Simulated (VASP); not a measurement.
# W (P6_3/mmc) in VASP: notebook

The runs below take W through single point, with PBE.

Program: VASP 6.6.1. These are calculated values, not measurements. Logs are shortened: lines on timing, memory, paths and dates and some standing lists are left out, and cuts for length are marked.

## Step 1: The cell of the first run

Symmetry: P6_3/mmc, No. 194, hexagonal system. Conventional cell: a = 2.754 Å, b = 2.754 Å, c = 4.882 Å, α = 90.00°, β = 90.00°, γ = 120.00°. W (site symmetry -6m2) has 12 W at 2.75 to 2.91 Å within 3.6 Å.

This isn't the form of W at room conditions, which is bcc.

## Step 2: Single point, PBE

Input file INCAR:

```
  PREC = Accurate
  ENCUT = 520
  EDIFF = 1E-7
  ISMEAR = -1
  SIGMA = 0.08
  LREAL = False
  LASPH = True
  NELM = 60
  ALGO = Normal
  ISIF = 2
  LWAVE = False
  LCHARG = False
  GGA = PE
  NBANDS = 21
```

Input file KPOINTS:

```
regular mesh
0
Gamma
  16 16 9
```

Input file POSCAR:

```
W
1.0
    2.7543623388      0.0000000000      0.0000000000
   -1.3771811694      2.3853477566      0.0000000000
    0.0000000000      0.0000000000      4.8819653133
W
2
Direct
    0.3333333333      0.6666666667      0.2500000000
    0.6666666667      0.3333333333      0.7500000000
```

Potentials or basis: VASP PAW PBE potentials, release 64 (W_sv).

Started as:

```sh
> cat potpaw_PBE.64/W_sv/POTCAR > POTCAR
> mpirun -np 1 vasp_std > vasp.out
```

OUTCAR:

```text
PREC = Accurate
   ENCUT = 520
   EDIFF = 1E-7
   ISMEAR = -1
   LREAL = False
   LASPH = True
   NELM = 60
   ISIF = 2
   GGA = PE

 ion  position               nearest neighbor table
   1  0.333  0.667  0.250-   2 2.91   2 2.91   2 2.91   2 2.91   2 2.91   2 2.91
   2  0.667  0.333  0.750-   1 2.91   1 2.91   1 2.91   1 2.91   1 2.91   1 2.91

  LATTYP: Found a hexagonal cell.
 ALAT       =     2.7543623388
 C/A-ratio  =     1.7724484700

  Lattice vectors:

 A1 = (   2.7543623388,   0.0000000000,   0.0000000000)
 A2 = (  -1.3771811694,   2.3853477566,   0.0000000000)
 A3 = (   0.0000000000,   0.0000000000,   4.8819653133)

Analysis of symmetry for initial positions (statically):
=====================================================================
 Subroutine PRICEL returns:
 Original cell was already a primitive cell.

 Routine SETGRP: Setting up the symmetry group for a
 hexagonal supercell.

 Subroutine GETGRP returns: Found 24 space group operations
 (whereof 12 operations were pure point group operations)
 out of a pool of 24 trial point group operations.

The static configuration has the point symmetry D_3d.
 The point group associated with its full space group is D_6h.

Analysis of symmetry for dynamics (positions and initial velocities):
=====================================================================
 Subroutine PRICEL returns:
 Original cell was already a primitive cell.

 Routine SETGRP: Setting up the symmetry group for a
 hexagonal supercell.

 Subroutine GETGRP returns: Found 24 space group operations
 (whereof 12 operations were pure point group operations)
 out of a pool of 24 trial point group operations.

The dynamic configuration has the point symmetry D_3d.
 The point group associated with its full space group is D_6h.

 Subroutine INISYM returns: Found 24 space group operations
 (whereof 12 operations are pure point group operations),
 and found     1 'primitive' translations

----------------------------------------------------------------------------------------

                                     Primitive cell

  volume of cell :      32.0751

  direct lattice vectors                    reciprocal lattice vectors
[... 79 lines left out ...]
   ISTART =      0    job   : 0-new  1-cont  2-samecut
   ICHARG =      2    charge: 1-file 2-atom 10-const
   ISPIN  =      1    spin polarized calculation?
   LNONCOLLINEAR =      F non collinear calculations
   LSORBIT =      F    spin-orbit coupling
   LASPH  =      T    aspherical Exc in radial PAW
   ENCUT  =  520.0 eV  38.22 Ry    6.18 a.u.   5.12  5.12  9.08*2*pi/ulx,y,z
   NELM   =     60;   NELMIN=  2; NELMDL= -5     # of ELM steps
   EDIFF  = 0.1E-06   stopping-criterion for ELM
   LREAL  =      F    real-space projection
   EDIFFG = 0.1E-05   stopping-criterion for IOM
   NSW    =      0    number of steps for IOM
   IBRION =     -1    ionic relax: 0-MD 1-quasi-New 2-CG
   NFREE  =      0    steps in history (QN), initial steepest desc. (CG)
   ISIF   =      2    stress and relaxation
   ISYM   =      2    0-nonsym 1-usesym 2-fastsym
   POTIM  = 0.5000    time-step for ionic-motion
   TEBEG  =    0.0;   TEEND  =   0.0 temperature during run
   PSTRESS=    0.0 pullay stress
   NELECT =      28.0000    total number of electrons
   NUPDOWN=      -1.0000    fix difference up-down
   EMIN   =  10.00;   EMAX   =-10.00  energy-range for DOS
   EFERMI =   0.00;   METHOD = LEGACY
   ISMEAR =    -1;   SIGMA  =   0.08  broadening in eV -4-tet -1-fermi 0-gaus
   EFERMI_NEDOS =   21; number of points for ismear=-14 and -15
   IALGO  =     38    algorithm
   IMIX   =      4    mixing-type and parameters
     AMIX     =   0.40;   BMIX     =  1.00
     AMIX_MAG =   1.60;   BMIX_MAG =  1.00
  volume/ion in A,a.u.               =      16.04       108.23
  Fermi-wavevector in a.u.,A,eV,Ry     =   1.564606  2.956677 33.306957  2.447992
  Thomas-Fermi vector in A             =   2.667205
   LORBIT       =      0    0 simple, 1 ext, 2 COOP (PROOUT), +10 PAW based schemes
   GGA     = PE    functional components
   LHFCALC =     F    Hartree Fock is set to
   AEXX    =    0.0000 exact exchange contribution
   IVDW    =     0    specifies the selected vdW correction
   LEPSILON=     F    determine dielectric tensor
   LRPA    =     F    only Hartree local field effects (RPA)
 non-spin polarized calculation
  energy-cutoff  :      520.00
  volume of cell :       32.08
 maximum number of plane-waves:       876
   NGX = 11   NGY = 11   NGZ = 19

 number of electron      28.0000004 magnetization

 Free energy of the ion-electron system (eV)
  ---------------------------------------------------
  ext. energy  EPLUGINS =         0.00000000
  ---------------------------------------------------
  free energy    TOTEN  =       -24.90241616 eV

  energy without entropy =      -24.86093612  energy(sigma->0) =      -24.88167614

 E-fermi :  10.9083     XC(G=0): -13.5567

 val. band max:       10.9053471144   @ k =   0.0625   0.0000   0.1111
 cond. band min:      10.9225368988   @ k =   0.3750   0.0000   0.0000
 fundamental gap:      0.0171897844
 Fermi energy:        10.9082624659

 k-point     1 :       0.0000    0.0000    0.0000
  band No.  band energies     occupation
      1     -62.8190      2.00000
      2     -62.7375      2.00000
      3     -27.5982      2.00000
      4     -26.5917      2.00000
      5     -26.4180      2.00000
      6     -26.4180      2.00000
[... 565 lines left out ...]
     20      20.0598      0.00000
     21      22.4216      0.00000

 [... further k-points ...]

------------------------ aborting loop because EDIFF is reached ----------------------------------------

  FORCE on cell =-STRESS in cart. coord.  units (eV):
  Direction    XX          YY          ZZ          XY          YZ          ZX
  --------------------------------------------------------------------------------------
  -------------------------------------------------------------------------------------
  Total        1.8702153      1.8702153      1.8419020      0.0000000     -0.0000000      0.0000000
  in kB       93.4188932     93.4188932     92.0046208      0.0000000     -0.0000000      0.0000000
  external PRESSURE =      92.9474691 kB  Pullay stress =       0.0000000 kB

 VOLUME and BASIS-vectors are now :
 -----------------------------------------------------------------------------
  energy-cutoff  :      520.00
  volume of cell :       32.08
      direct lattice vectors                 reciprocal lattice vectors
     2.754362339  0.000000000  0.000000000     0.363060439  0.209613042  0.000000000
    -1.377181169  2.385347757  0.000000000     0.000000000  0.419226084  0.000000000
     0.000000000  0.000000000  4.881965313     0.000000000  0.000000000  0.204835540

 POSITION                                       TOTAL-FORCE (eV/Angst)
 -----------------------------------------------------------------------------------
     -0.00000      1.59023      1.22049         0.000000      0.000000      0.000000
      1.37718      0.79512      3.66147        -0.000000     -0.000000      0.000000
 -----------------------------------------------------------------------------------
    total drift:                               -0.000000      0.000000     -0.000000

  FREE ENERGIE OF THE ION-ELECTRON SYSTEM (eV)
  ---------------------------------------------------
  free  energy   TOTEN  =       -24.9024161624 eV

  energy  without entropy=      -24.8609361179  energy(sigma->0) =      -24.88167614
```

It took 85 s on 1 thread of Intel Xeon 8259CL, shared host; peak memory 0.2 GiB.

What came out:

- Free energy: -24.9024 eV
- Pressure: 9.3 GPa
- Band gap on the k mesh: zero (bands 14 and 15 overlap by 1.73 eV)

Caveat: the cell stands under pressure; spin-orbit coupling is left out, which moves the levels of the heavy elements.

## Step 3: Single point, PBE

Input file INCAR:

```
  PREC = Accurate
  ENCUT = 520
  EDIFF = 1E-6
  ISMEAR = -1
  SIGMA = 0.08
  LREAL = False
  LASPH = True
  NELM = 100
  ALGO = Normal
  ISIF = 2
  LWAVE = False
  LCHARG = True
  GGA = PE
  LELF = True
  LVHAR = True
  NBANDS = 21
```

KPOINTS is that of step 2.

Input file POSCAR:

```
W
1.0
    2.7543716940      0.0000000000      0.0000000000
   -1.3771858470      2.3853558584      0.0000000000
    0.0000000000      0.0000000000      4.8828128663
W
2
Direct
    0.3333333333      0.6666666667      0.2500000000
    0.6666666667      0.3333333333      0.7500000000
```

Potentials or basis: VASP PAW PBE potentials, release 64 (W_sv).

Started as:

```sh
> cat potpaw_PBE.64/W_sv/POTCAR > POTCAR
> mpirun -np 1 vasp_std > vasp.out
```

Run time: 83 s. Hardware: 1 thread of Intel Xeon 8259CL, shared host; peak memory 0.2 GiB.

It converged, with:

- Free energy: -24.9028 eV
- Pressure: 9.2 GPa
- Band gap on the k mesh: zero (bands 14 and 15 overlap by 1.73 eV)

Stress tensor (GPa, compression positive):
```
9.23 0.00 0.00
0.00 9.23 0.00
0.00 0.00 9.05
```

Levels at points of the mesh, in eV from the Fermi level:
```tsv
k point	band 10	band 11	band 12	band 13	band 14	band 15	band 16	band 17	band 18	band 19
(0.00, 0.00, 0.00)	-6.01	-1.70	-0.46	-0.46	-0.21	0.14	0.14	2.02	2.02	4.41
(0.50, 0.00, 0.00)	-5.12	-4.58	-1.28	-0.91	-0.35	-0.23	4.86	5.82	6.15	6.82
```

Caveat: the cell stands under pressure; spin-orbit coupling is left out, which moves the levels of the heavy elements.
